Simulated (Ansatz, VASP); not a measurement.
One calculation of Al9H, two programs

```
Al H
1.0
     2.85432    0.00000    0.00000
    -1.42716    9.70333    0.00000
     0.00000    0.00000   21.79027
Al H
9 1
Cartesian
  1.4272 0.6297 4.0000
  1.4272 3.3179 4.9960
  0.0000 5.7962 5.1952
  1.4272 8.2746 5.3944
  0.0003 1.2395 6.4001
  -0.0073 3.9228 7.5233
  1.4243 6.4014 7.6799
  -0.0084 8.8410 7.8611
  1.4323 1.7608 8.7903
  2.1459 6.6124 8.4903
```

Alike in both runs: task single point; functional PBE; k mesh 9 × 3 × 1; occupations gaussian, width 0.1 eV; no spin polarisation.

```csv
,VASP,Ansatz
version,VASP 6.6.1,Ansatz 0.2.0
potentials or method,"VASP PAW PBE potentials, release 64 (Al, H), cutoff 520 eV","scalar-relativistic, plane waves, PAW"
valence electrons in the cell,28,28
```

|  | VASP | Ansatz | Ansatz less VASP |
| --- | --- | --- | --- |
| gap on the k mesh at the Fermi level (eV) | none | none | - |
| rms of the force components (eV/Å) | 4.740 | 4.873 | +0.1322 |

Atom by atom the forces differ by 0.132 eV/Å (rms over components). A gap of «none» marks a metal or a gap that the smearing closes.
